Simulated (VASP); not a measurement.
# Ge3N (R-3m) in VASP: a series of runs, part 3 of 4

VASP 6.6.1.

**4. Single point, PBE**

File INCAR:

```
SYSTEM = Ge3N
ALGO     = Normal         ! electronic algorithm
EDIFF    = 1E-6           ! SCF threshold, eV
ENCUT    = 520            ! plane-wave cutoff, eV
GGA      = PE             ! functional
ISIF     = 2              ! what is computed and relaxed
ISMEAR   = 0              ! smearing method
LASPH    = .True.         ! aspherical terms in the spheres
LCHARG   = .False.        ! write CHGCAR
LREAL    = .False.        ! projectors in reciprocal space
LWAVE    = .False.        ! write WAVECAR
NBANDS   = 32             ! bands
NELM     = 100            ! most SCF steps
PREC     = Accurate       ! precision mode
SIGMA    = 0.1            ! smearing width, eV
```

File KPOINTS:

```
k-points
0
Gamma
  6 6 6
  0 0 0
```

File POSCAR:

```
Ge3N
1.0
    2.6120140120      1.5080469930      3.3701784442
   -2.6120140120      1.5080469930      3.3701784442
    0.0000000000     -3.0160939859      3.3701784442
Ge N
3 1
Direct
    0.5000000000      0.5000000000      0.0000000000
    0.0000000000      0.5000000000      0.5000000000
    0.5000000000      0.0000000000      0.5000000000
    0.5000000000      0.5000000000      0.5000000000
```

Potentials or basis: VASP PAW PBE potentials, release 64 (Ge_d, N).

The run is started by

```bash
$ cat potpaw_PBE.64/Ge_d/POTCAR potpaw_PBE.64/N/POTCAR > POTCAR
$ mpirun -np 1 vasp_std > vasp.out
```

OUTCAR:

```text
SYSTEM = Ge3N
   EDIFF = 1E-6
   ENCUT = 520
   GGA = PE
   ISIF = 2
   ISMEAR = 0
   LASPH = .True.
   LREAL = .False.
   NELM = 100
   PREC = Accurate

 ion  position               nearest neighbor table
   1  0.500  0.500  0.000-   4 2.26   4 2.26   3 2.61   2 2.61   3 2.61   2 2.61
   2  0.000  0.500  0.500-   4 2.26   4 2.26   3 2.61   3 2.61   1 2.61   1 2.61
   3  0.500  0.000  0.500-   4 2.26   4 2.26   2 2.61   2 2.61   1 2.61   1 2.61
   4  0.500  0.500  0.500-   1 2.26   1 2.26   3 2.26   2 2.26   3 2.26   2 2.26

  LATTYP: Found a trigonal (rhomboedric) cell.
 ALAT       =     4.5227122037
 COS(alpha) =     0.3329120520

  Lattice vectors:

 A1 = (   2.6120140120,   1.5080469930,   3.3701784442)
 A2 = (  -2.6120140120,   1.5080469930,   3.3701784442)
 A3 = (   0.0000000000,  -3.0160939859,   3.3701784442)

Analysis of symmetry for initial positions (statically):
=====================================================================
 Subroutine PRICEL returns:
 Original cell was already a primitive cell.

 Routine SETGRP: Setting up the symmetry group for a
 trigonal (rhombohedral) supercell.

 Subroutine GETGRP returns: Found 12 space group operations
 (whereof 12 operations were pure point group operations)
 out of a pool of 12 trial point group operations.

The static configuration has the point symmetry D_3d.

Analysis of symmetry for dynamics (positions and initial velocities):
=====================================================================
 Subroutine PRICEL returns:
 Original cell was already a primitive cell.

 Routine SETGRP: Setting up the symmetry group for a
 trigonal (rhombohedral) supercell.

 Subroutine GETGRP returns: Found 12 space group operations
 (whereof 12 operations were pure point group operations)
 out of a pool of 12 trial point group operations.

The dynamic configuration has the point symmetry D_3d.

 Subroutine INISYM returns: Found 12 space group operations
 (whereof 12 operations are pure point group operations),
 and found     1 'primitive' translations

----------------------------------------------------------------------------------------

                                     Primitive cell

  volume of cell :      79.6516

  direct lattice vectors                    reciprocal lattice vectors
     2.612014012  1.508046993  3.370178444     0.191423169  0.110518218  0.098906731
    -2.612014012  1.508046993  3.370178444    -0.191423169  0.110518218  0.098906731
     0.000000000 -3.016093986  3.370178444     0.000000000 -0.221036436  0.098906731

  length of vectors
     4.522712204  4.522712204  4.522712204     0.242156246  0.242156246  0.242156246

  position of ions in fractional coordinates (direct lattice)
     0.500000000  0.500000000  0.000000000
     0.000000000  0.500000000  0.500000000
     0.500000000  0.000000000  0.500000000
     0.500000000  0.500000000  0.500000000

  ion indices of the primitive-cell ions
   primitive index   ion index
                 1           1
                 2           2
                 3           3
                 4           4

----------------------------------------------------------------------------------------

 KPOINTS: k-points

Automatic generation of k-mesh.
 Grid dimensions read from file:
 generate k-points for:    6    6    6

 Generating k-lattice:

  Cartesian coordinates                     Fractional coordinates (reciprocal lattice)
     0.031903862  0.018419703  0.016484455     0.166666667  0.000000000  0.000000000
    -0.031903862  0.018419703  0.016484455     0.000000000  0.166666667  0.000000000
     0.000000000 -0.036839406  0.016484455     0.000000000  0.000000000  0.166666667

  Length of vectors
     0.040359374  0.040359374  0.040359374

  Shift w.r.t. Gamma in fractional coordinates (k-lattice)
     0.000000000  0.000000000  0.000000000

 Subroutine IBZKPT returns following result:
 ===========================================

 Found     32 irreducible k-points:

 Following reciprocal coordinates:
            Coordinates               Weight
  0.000000  0.000000  0.000000      1.000000
  0.166667 -0.000000 -0.000000      6.000000
  0.333333 -0.000000 -0.000000      6.000000
  0.500000 -0.000000 -0.000000      3.000000
  0.166667  0.166667 -0.000000      6.000000
  0.333333  0.166667 -0.000000     12.000000
[... 16 lines left out ...]
  0.500000  0.500000  0.166667      6.000000
 -0.333333  0.500000  0.166667     12.000000
 [... further k-points ...]
   k-points           NKPTS =     32   k-points in BZ     NKDIM =     32   number of bands    NBANDS=     32
   number of dos      NEDOS =    301   number of ions     NIONS =      4
   total plane-waves  NPLWV =  46656
   dimension x,y,z NGX =    36 NGY =   36 NGZ =   36
   dimension x,y,z NGXF=    72 NGYF=   72 NGZF=   72
   ions per type =               3   1
   NGX,Y,Z   is equivalent  to a cutoff of  13.23, 13.23, 13.23 a.u.
   NGXF,Y,Z  is equivalent  to a cutoff of  26.47, 26.47, 26.47 a.u.
 SYSTEM =  Ge3N
   PREC   = accura    normal or accurate (medium, high low for compatibility)
   ISTART =      0    job   : 0-new  1-cont  2-samecut
   ICHARG =      2    charge: 1-file 2-atom 10-const
   ISPIN  =      1    spin polarized calculation?
   LNONCOLLINEAR =      F non collinear calculations
   LSORBIT =      F    spin-orbit coupling
   LASPH  =      T    aspherical Exc in radial PAW
   ENCUT  =  520.0 eV  38.22 Ry    6.18 a.u.   8.41  8.41  8.41*2*pi/ulx,y,z
   NELM   =    100;   NELMIN=  2; NELMDL= -5     # of ELM steps
   EDIFF  = 0.1E-05   stopping-criterion for ELM
   LREAL  =      F    real-space projection
   EDIFFG = 0.1E-04   stopping-criterion for IOM
   NSW    =      0    number of steps for IOM
   IBRION =     -1    ionic relax: 0-MD 1-quasi-New 2-CG
   NFREE  =      0    steps in history (QN), initial steepest desc. (CG)
   ISIF   =      2    stress and relaxation
   ISYM   =      2    0-nonsym 1-usesym 2-fastsym
   POTIM  = 0.5000    time-step for ionic-motion
   TEBEG  =    0.0;   TEEND  =   0.0 temperature during run
   PSTRESS=    0.0 pullay stress
   NELECT =      47.0000    total number of electrons
   NUPDOWN=      -1.0000    fix difference up-down
   EMIN   =  10.00;   EMAX   =-10.00  energy-range for DOS
   EFERMI =   0.00;   METHOD = LEGACY
   ISMEAR =     0;   SIGMA  =   0.10  broadening in eV -4-tet -1-fermi 0-gaus
   EFERMI_NEDOS =   21; number of points for ismear=-14 and -15
   IALGO  =     38    algorithm
   IMIX   =      4    mixing-type and parameters
     AMIX     =   0.40;   BMIX     =  1.00
     AMIX_MAG =   1.60;   BMIX_MAG =  1.00
  volume/ion in A,a.u.               =      19.91       134.38
  Fermi-wavevector in a.u.,A,eV,Ry     =   1.373122  2.594825 25.653313  1.885465
  Thomas-Fermi vector in A             =   2.498668
   LORBIT       =      0    0 simple, 1 ext, 2 COOP (PROOUT), +10 PAW based schemes
   GGA     = PE    functional components
   LHFCALC =     F    Hartree Fock is set to
   AEXX    =    0.0000 exact exchange contribution
   IVDW    =     0    specifies the selected vdW correction
   LEPSILON=     F    determine dielectric tensor
   LRPA    =     F    only Hartree local field effects (RPA)
 non-spin polarized calculation
 Gauss-broadening in eV      SIGMA  =   0.10
  energy-cutoff  :      520.00
  volume of cell :       79.65
 maximum number of plane-waves:      2166
 NGX is ok and might be reduce to    36
   NGX = 17   NGY = 17   NGZ = 17

 number of electron      47.0000065 magnetization

 Free energy of the ion-electron system (eV)
  ---------------------------------------------------
  ext. energy  EPLUGINS =         0.00000000
  ---------------------------------------------------
  free energy    TOTEN  =       -18.28968985 eV

  energy without entropy =      -18.28109326  energy(sigma->0) =      -18.28539156

 E-fermi :   4.1426     XC(G=0):  -9.8800

 val. band max:        4.1409999840   @ k =  -0.3333   0.3333   0.0000
 cond. band min:       4.1504435099   @ k =   0.5000   0.5000   0.3333
 fundamental gap:      0.0094435259
 Fermi energy:         4.1425875550

 k-point     1 :       0.0000    0.0000    0.0000
  band No.  band energies     occupation
      1     -20.6631      2.00000
      2     -20.5939      2.00000
      3     -20.5939      2.00000
      4     -20.5820      2.00000
      5     -20.4660      2.00000
      6     -20.4632      2.00000
[... 24 lines left out ...]
     31      11.3803      0.00000
     32      11.7624      0.00000
[... 774 lines left out ...]
      2     -20.5446      2.00000
      3     -20.5046      2.00000
      4     -20.4818      2.00000
      5     -20.4729      2.00000
      6     -20.4674      2.00000
[... 24 lines left out ...]
     31      11.9011      0.00000
     32      12.5476      0.00000

 [... further k-points ...]
[... 5 lines left out ...]
  --------------------------------------------------------------------------------------
  -------------------------------------------------------------------------------------
  Total        0.0225378      0.0225378      0.0348410      0.0000000      0.0000000      0.0000000
  in kB        0.4533437      0.4533437      0.7008194      0.0000000      0.0000000      0.0000000
  external PRESSURE =       0.5358356 kB  Pullay stress =       0.0000000 kB

 VOLUME and BASIS-vectors are now :
 -----------------------------------------------------------------------------
  energy-cutoff  :      520.00
  volume of cell :       79.65
      direct lattice vectors                 reciprocal lattice vectors
     2.612014012  1.508046993  3.370178444     0.191423169  0.110518218  0.098906731
    -2.612014012  1.508046993  3.370178444    -0.191423169  0.110518218  0.098906731
     0.000000000 -3.016093986  3.370178444     0.000000000 -0.221036436  0.098906731

 POSITION                                       TOTAL-FORCE (eV/Angst)
 -----------------------------------------------------------------------------------
      0.00000      1.50805      3.37018        -0.000000      0.000000      0.000000
     -1.30601     -0.75402      3.37018        -0.000000     -0.000000      0.000000
      1.30601     -0.75402      3.37018         0.000000      0.000000     -0.000000
      0.00000      0.00000      5.05527        -0.000000      0.000000      0.000000
 -----------------------------------------------------------------------------------
    total drift:                               -0.000000     -0.000000      0.000000

  FREE ENERGIE OF THE ION-ELECTRON SYSTEM (eV)
  ---------------------------------------------------
  free  energy   TOTEN  =       -18.2896898541 eV

  energy  without entropy=      -18.2810932632  energy(sigma->0) =      -18.28539156
```

Run time: 36 s. Hardware: 1 thread of Intel Xeon 6975P-C (Granite Rapids), shared host; peak memory 0.23 GiB.

Results:

```
Free energy            : -18.2897 eV
Pressure               : 0.1 GPa
Band gap on the k mesh : zero (an odd number of electrons rules out a gap without spin polarisation)
```

Levels at points of the mesh, in eV from the Fermi level:
```
           k point  band 21  band 22  band 23  band 24  band 25  band 26
(0.00, 0.00, 0.00)    -4.45    -4.45    -1.74    -0.27    -0.27     3.67
(0.50, 0.00, 0.00)    -4.05    -1.19    -0.29     1.63     1.91     2.28
(0.50, 0.50, 0.00)    -3.48    -0.46     0.32     1.71     1.72     2.22
(0.50, 0.50, 0.50)    -2.22    -2.22    -0.67     0.67     0.67     0.99
```

[end of part 3 of 4]
